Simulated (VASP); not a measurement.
# Zn (C2/m) in VASP: single point with PBEsol

Aim: the single point of Zn with PBEsol.

Program: VASP 6.6.1. These are calculated values, not measurements. Logs are shortened: lines on timing, memory, paths and dates and some standing lists are left out, and cuts for length are marked.

### Step 1. The cell of the first run

It takes space group C2/m (No. 12, monoclinic). The conventional cell has a = 4.616 Å, b = 2.665 Å, c = 4.947 Å, α = 90.00°, β = 91.72°, γ = 90.00°. Zn (site symmetry m) has 12 Zn at 2.66 to 2.95 Å within 3.5 Å.

### Step 2. Single point, PBEsol (strain +0.0300 x Voigt [0, 0, 0, 1, 0, 0])

INCAR reads:

```
SYSTEM = Zn
ALGO = Fast
EDIFF = 1E-6
ENCUT = 520
GGA = PS
ISIF = 2
ISMEAR = 0
LASPH = .TRUE.
LCHARG = .FALSE.
LREAL = .FALSE.
LWAVE = .FALSE.
NBANDS = 19
NELM = 80
PREC = Accurate
SIGMA = 0.15
```

KPOINTS reads:

```
k-points
0
G
  24 24 10
  0 0 0
```

POSCAR reads:

```
Zn
1.0
    2.6647980532      0.0000000000      0.0000000000
   -1.3323990266      2.3077828100      0.0346167422
    0.0000000000      0.0742005000      4.9467000000
Zn
2
Direct
    0.3333333333      0.6666666667      0.2500000000
    0.6666666667      0.3333333333      0.7500000000
```

Potentials or basis: VASP PAW PBE potentials, release 64 (Zn).

Started as:

```sh
> cat potpaw_PBE.64/Zn/POTCAR > POTCAR
> mpirun -np 1 vasp_std > vasp.out
```

OUTCAR:

```text
SYSTEM = Zn
   EDIFF = 1E-6
   ENCUT = 520
   GGA = PS
   ISIF = 2
   ISMEAR = 0
   LASPH = .TRUE.
   LREAL = .FALSE.
   NELM = 80
   PREC = Accurate

 ion  position               nearest neighbor table
   1  0.333  0.667  0.250-   2 2.87   2 2.89   2 2.89   2 2.93   2 2.93   2 2.95
   2  0.667  0.333  0.750-   1 2.87   1 2.89   1 2.89   1 2.93   1 2.93   1 2.95

  LATTYP: Found a base centered monoclinic cell.
 ALAT       =     4.6160848419
 B/A-ratio  =     0.5772853282
 C/A-ratio  =     1.0717429687
 COS(beta)  =    -0.0299932515

  Lattice vectors:

 A1 = (  -1.3323990266,  -2.3077828100,  -0.0346167422)
 A2 = (   1.3323990266,  -2.3077828100,  -0.0346167422)
 A3 = (   0.0000000000,   0.0742005000,   4.9467000000)

Analysis of symmetry for initial positions (statically):
=====================================================================
 Subroutine PRICEL returns:
 Original cell was already a primitive cell.

 Routine SETGRP: Setting up the symmetry group for a
 base centered monoclinic supercell.

 Subroutine GETGRP returns: Found  4 space group operations
 (whereof  4 operations were pure point group operations)
 out of a pool of  4 trial point group operations.

The static configuration has the point symmetry C_2h.

Analysis of symmetry for dynamics (positions and initial velocities):
=====================================================================
 Subroutine PRICEL returns:
 Original cell was already a primitive cell.

 Routine SETGRP: Setting up the symmetry group for a
 base centered monoclinic supercell.

 Subroutine GETGRP returns: Found  4 space group operations
 (whereof  4 operations were pure point group operations)
 out of a pool of  4 trial point group operations.

The dynamic configuration has the point symmetry C_2h.

 Subroutine INISYM returns: Found  4 space group operations
 (whereof  4 operations are pure point group operations),
 and found     1 'primitive' translations

----------------------------------------------------------------------------------------

                                     Primitive cell

  volume of cell :      30.4142

  direct lattice vectors                    reciprocal lattice vectors
     2.664798053  0.000000000  0.000000000     0.375262958  0.216706929 -0.003250604
    -1.332399027  2.307782810  0.034616742     0.000000000  0.433413858 -0.006501208
     0.000000000  0.074200500  4.946700000     0.000000000 -0.003033007  0.202200467

  length of vectors
     2.664798053  2.665022886  4.947256472     0.433352913  0.433462614  0.202223213

  position of ions in fractional coordinates (direct lattice)
     0.333333333  0.666666667  0.250000000
     0.666666667  0.333333333  0.750000000

  ion indices of the primitive-cell ions
   primitive index   ion index
                 1           1
                 2           2

----------------------------------------------------------------------------------------

 KPOINTS: k-points

Automatic generation of k-mesh.
 Grid dimensions read from file:
 generate k-points for:   24   24   10

 Generating k-lattice:

  Cartesian coordinates                     Fractional coordinates (reciprocal lattice)
     0.015635957  0.009029455 -0.000135442     0.041666667 -0.000000000  0.000000000
     0.000000000  0.018058911 -0.000270884     0.000000000  0.041666667  0.000000000
     0.000000000 -0.000303301  0.020220047     0.000000000  0.000000000  0.100000000

  Length of vectors
     0.018056371  0.018060942  0.020222321

  Shift w.r.t. Gamma in fractional coordinates (k-lattice)
     0.000000000  0.000000000  0.000000000

 Subroutine IBZKPT returns following result:
 ===========================================

 Found   1514 irreducible k-points:

 Following reciprocal coordinates:
            Coordinates               Weight
  0.000000  0.000000  0.000000      1.000000
  0.041667 -0.000000 -0.000000      4.000000
  0.083333 -0.000000  0.000000      4.000000
  0.125000 -0.000000  0.000000      4.000000
  0.166667 -0.000000  0.000000      4.000000
  0.208333 -0.000000  0.000000      4.000000
[... 16 lines left out ...]
  0.375000  0.041667 -0.000000      4.000000
  0.416667  0.041667  0.000000      4.000000
 [... further k-points ...]
   k-points           NKPTS =   1514   k-points in BZ     NKDIM =   1514   number of bands    NBANDS=     19
   number of dos      NEDOS =    301   number of ions     NIONS =      2
   total plane-waves  NPLWV =  16000
   dimension x,y,z NGX =    20 NGY =   20 NGZ =   40
   dimension x,y,z NGXF=    40 NGYF=   40 NGZF=   80
   ions per type =               2
   NGX,Y,Z   is equivalent  to a cutoff of  12.48, 12.48, 13.44 a.u.
   NGXF,Y,Z  is equivalent  to a cutoff of  24.95, 24.95, 26.88 a.u.
 SYSTEM =  Zn
   PREC   = accura    normal or accurate (medium, high low for compatibility)
   ISTART =      0    job   : 0-new  1-cont  2-samecut
   ICHARG =      2    charge: 1-file 2-atom 10-const
   ISPIN  =      1    spin polarized calculation?
   LNONCOLLINEAR =      F non collinear calculations
   LSORBIT =      F    spin-orbit coupling
   LASPH  =      T    aspherical Exc in radial PAW
   ENCUT  =  520.0 eV  38.22 Ry    6.18 a.u.   4.95  4.96  9.20*2*pi/ulx,y,z
   NELM   =     80;   NELMIN=  2; NELMDL= -5     # of ELM steps
   EDIFF  = 0.1E-05   stopping-criterion for ELM
   LREAL  =      F    real-space projection
   EDIFFG = 0.1E-04   stopping-criterion for IOM
   NSW    =      0    number of steps for IOM
   IBRION =     -1    ionic relax: 0-MD 1-quasi-New 2-CG
   NFREE  =      0    steps in history (QN), initial steepest desc. (CG)
   ISIF   =      2    stress and relaxation
   ISYM   =      2    0-nonsym 1-usesym 2-fastsym
   POTIM  = 0.5000    time-step for ionic-motion
   TEBEG  =    0.0;   TEEND  =   0.0 temperature during run
   PSTRESS=    0.0 pullay stress
   NELECT =      24.0000    total number of electrons
   NUPDOWN=      -1.0000    fix difference up-down
   EMIN   =  10.00;   EMAX   =-10.00  energy-range for DOS
   EFERMI =   0.00;   METHOD = LEGACY
   ISMEAR =     0;   SIGMA  =   0.15  broadening in eV -4-tet -1-fermi 0-gaus
   EFERMI_NEDOS =   21; number of points for ismear=-14 and -15
   IALGO  =     68    algorithm
   IMIX   =      4    mixing-type and parameters
     AMIX     =   0.40;   BMIX     =  1.00
     AMIX_MAG =   1.60;   BMIX_MAG =  1.00
  volume/ion in A,a.u.               =      15.21       102.62
  Fermi-wavevector in a.u.,A,eV,Ry     =   1.512816  2.858808 31.138476  2.288613
  Thomas-Fermi vector in A             =   2.622690
   LORBIT       =      0    0 simple, 1 ext, 2 COOP (PROOUT), +10 PAW based schemes
   GGA     = PS    functional components
   LHFCALC =     F    Hartree Fock is set to
   AEXX    =    0.0000 exact exchange contribution
   IVDW    =     0    specifies the selected vdW correction
   LEPSILON=     F    determine dielectric tensor
   LRPA    =     F    only Hartree local field effects (RPA)
 non-spin polarized calculation
 RMM-DIIS sequential band-by-band and
 Gauss-broadening in eV      SIGMA  =   0.15
  energy-cutoff  :      520.00
  volume of cell :       30.41
 maximum number of plane-waves:       840
   NGX =  9   NGY =  9   NGZ = 19

 number of electron      24.0000009 magnetization

 Free energy of the ion-electron system (eV)
  ---------------------------------------------------
  ext. energy  EPLUGINS =         0.00000000
  ---------------------------------------------------
  free energy    TOTEN  =        -3.13775676 eV

  energy without entropy =       -3.13316255  energy(sigma->0) =       -3.13545965

 E-fermi :   2.9568     XC(G=0): -11.7011

 val. band max:        2.9496310678   @ k =   0.2500   0.2083   0.1000
 cond. band min:       2.9599815943   @ k =  -0.4167   0.0833   0.0000
 fundamental gap:      0.0103505265
 Fermi energy:         2.9567896122

 k-point     1 :       0.0000    0.0000    0.0000
  band No.  band energies     occupation
      1      -7.4768      2.00000
      2      -5.6460      2.00000
      3      -4.9428      2.00000
      4      -4.7103      2.00000
      5      -4.7102      2.00000
      6      -4.6607      2.00000
[... 11 lines left out ...]
     18      21.9889      0.00000
     19      22.1887      0.00000

 k-point     2 :       0.0417   -0.0000   -0.0000
  band No.  band energies     occupation
      1      -7.4251      2.00000
      2      -5.6230      2.00000
      3      -4.9373      2.00000
      4      -4.7156      2.00000
      5      -4.6980      2.00000
      6      -4.6660      2.00000
[... 11 lines left out ...]
     18      21.3428      0.00000
     19      22.5717      0.00000

 k-point     3 :       0.0833   -0.0000    0.0000
  band No.  band energies     occupation
      1      -7.2713      2.00000
      2      -5.5575      2.00000
      3      -4.9228      2.00000
      4      -4.7294      2.00000
      5      -4.6809      2.00000
      6      -4.6621      2.00000
[... 11 lines left out ...]
     18      20.8770      0.00000
     19      22.7953      0.00000

 k-point     4 :       0.1250   -0.0000    0.0000
  band No.  band energies     occupation
      1      -7.0187      2.00000
      2      -5.4603      2.00000
      3      -4.9062      2.00000
      4      -4.7469      2.00000
      5      -4.6929      2.00000
      6      -4.6043      2.00000
[... 11 lines left out ...]
     18      20.2377      0.00000
     19      21.5806      0.00000

 k-point     5 :       0.1667   -0.0000    0.0000
  band No.  band energies     occupation
      1      -6.6761      2.00000
      2      -5.3523      2.00000
      3      -4.8938      2.00000
      4      -4.7687      2.00000
      5      -4.6722      2.00000
      6      -4.5702      2.00000
[... 11 lines left out ...]
     18      19.2493      0.00000
     19      20.2406      0.00000

 k-point     6 :       0.2083   -0.0000    0.0000
  band No.  band energies     occupation
      1      -6.2647      2.00000
      2      -5.2692      2.00000
      3      -4.8704      2.00000
      4      -4.7839      2.00000
      5      -4.7044      2.00000
      6      -4.5972      2.00000
[... 11 lines left out ...]
     18      18.7660      0.00000
     19      19.0204      0.00000

 k-point     7 :       0.2500   -0.0000    0.0000
  band No.  band energies     occupation
      1      -5.8422      2.00000
      2      -5.2432      2.00000
      3      -4.8351      2.00000
      4      -4.8190      2.00000
      5      -4.7473      2.00000
      6      -4.5077      2.00000
[... 11 lines left out ...]
     18      18.3550      0.00000
     19      19.0630      0.00000

 k-point     8 :       0.2917    0.0000    0.0000
  band No.  band energies     occupation
      1      -5.5339      2.00000
      2      -5.2629      2.00000
      3      -4.9446      2.00000
      4      -4.7680      2.00000
      5      -4.6236      2.00000
      6      -4.5623      2.00000
[... 256 lines left out ...]
 k-point    20 :       0.2500    0.0417    0.0000
  band No.  band energies     occupation
      1      -5.6328      2.00000
      2      -5.2343      2.00000
      3      -4.8921      2.00000
      4      -4.7950      2.00000
      5      -4.7170      2.00000
      6      -4.5529      2.00000
[... 11 lines left out ...]
     18      18.9240      0.00000
     19      19.2256      0.00000

 k-point    21 :       0.2917    0.0417   -0.0000
  band No.  band energies     occupation
      1      -5.4271      2.00000
      2      -5.2651      2.00000
      3      -4.9934      2.00000
      4      -4.7347      2.00000
      5      -4.6011      2.00000
      6      -4.5754      2.00000
[... 11 lines left out ...]
     18      18.5837      0.00000
     19      18.8608      0.00000

 k-point    22 :       0.3333    0.0417    0.0000
  band No.  band energies     occupation
      1      -5.3800      2.00000
      2      -5.2962      2.00000
      3      -5.0751      2.00000
      4      -4.6744      2.00000
      5      -4.6433      2.00000
      6      -4.5146      2.00000
[... 11 lines left out ...]
     18      18.3021      0.00000
     19      18.4180      0.00000

 k-point    23 :       0.3750    0.0417   -0.0000
  band No.  band energies     occupation
      1      -5.3954      2.00000
      2      -5.3184      2.00000
      3      -5.1362      2.00000
      4      -4.6801      2.00000
      5      -4.6261      2.00000
      6      -4.5316      2.00000
[... 11 lines left out ...]
     18      18.0397      0.00000
     19      18.1211      0.00000

 k-point    24 :       0.4167    0.0417    0.0000
  band No.  band energies     occupation
      1      -5.4187      2.00000
      2      -5.3357      2.00000
      3      -5.1768      2.00000
      4      -4.7053      2.00000
      5      -4.6008      2.00000
      6      -4.5355      2.00000
[... 11 lines left out ...]
     18      17.8095      0.00000
     19      17.9744      0.00000

 [... further k-points ...]
[... 5 lines left out ...]
  --------------------------------------------------------------------------------------
  -------------------------------------------------------------------------------------
  Total       -1.0613879     -1.0502009     -0.5355175      0.0000000     -0.1987430      0.0000000
  in kB      -55.9123378    -55.3230189    -28.2102658      0.0000000    -10.4694839      0.0000000
  external PRESSURE =     -46.4818742 kB  Pullay stress =       0.0000000 kB

 VOLUME and BASIS-vectors are now :
 -----------------------------------------------------------------------------
  energy-cutoff  :      520.00
  volume of cell :       30.41
      direct lattice vectors                 reciprocal lattice vectors
     2.664798053  0.000000000  0.000000000     0.375262958  0.216706929 -0.003250604
    -1.332399027  2.307782810  0.034616742     0.000000000  0.433413858 -0.006501208
     0.000000000  0.074200500  4.946700000     0.000000000 -0.003033007  0.202200467

 POSITION                                       TOTAL-FORCE (eV/Angst)
 -----------------------------------------------------------------------------------
     -0.00000      1.55707      1.25975         0.000000     -0.003670      0.000151
      1.33240      0.82491      3.72156         0.000000      0.003670     -0.000151
 -----------------------------------------------------------------------------------
    total drift:                                0.000000     -0.000000      0.000000

  FREE ENERGIE OF THE ION-ELECTRON SYSTEM (eV)
  ---------------------------------------------------
  free  energy   TOTEN  =        -3.1377567575 eV

  energy  without entropy=       -3.1331625451  energy(sigma->0) =       -3.13545965
```

It took 12 min on 1 thread of Oxide Virtual Turin-like, shared host; peak memory 0.69 GiB.

Results:

* Free energy: -3.1378 eV
* Pressure: -4.6 GPa
* Largest force: 0.004 eV/Å
* Band gap on the k mesh: zero (bands 12 and 13 overlap by 4.46 eV)

Forces in eV/Å, atoms in the order of the input:
```
Zn   0.000 -0.004  0.000
Zn   0.000  0.004  0.000
```

Stress tensor (GPa, compression positive):
```
-5.59  0.00  0.00
 0.00 -5.53 -1.05
 0.00 -1.05 -2.82
```

Levels at points of the mesh, in eV from the Fermi level:
```
           k point  band 10  band 11  band 12  band 13  band 14  band 15
(0.00, 0.00, 0.00)    -7.08    -7.08    -3.67    -3.05    13.60    17.23
(0.50, 0.00, 0.00)    -6.88    -2.87    -2.19     2.55     3.55     4.04
(0.00, 0.50, 0.00)    -6.88    -2.87    -2.19     2.45     3.67     3.96
(0.00, 0.00, 0.50)    -7.18    -7.15    -7.15     4.57     4.57    18.42
(0.50, 0.00, 0.50)    -6.89    -1.97    -1.82    -0.03     0.22     9.80
(0.00, 0.50, 0.50)    -6.89    -2.05    -1.73    -0.15     0.34     9.50
```

Caveat: the cell differs from its parent crystal (strain +0.0300 x Voigt [0, 0, 0, 1, 0, 0]); the cell stands under tension; the PAW data sets were made with another functional, which shifts forces and pressure a little.
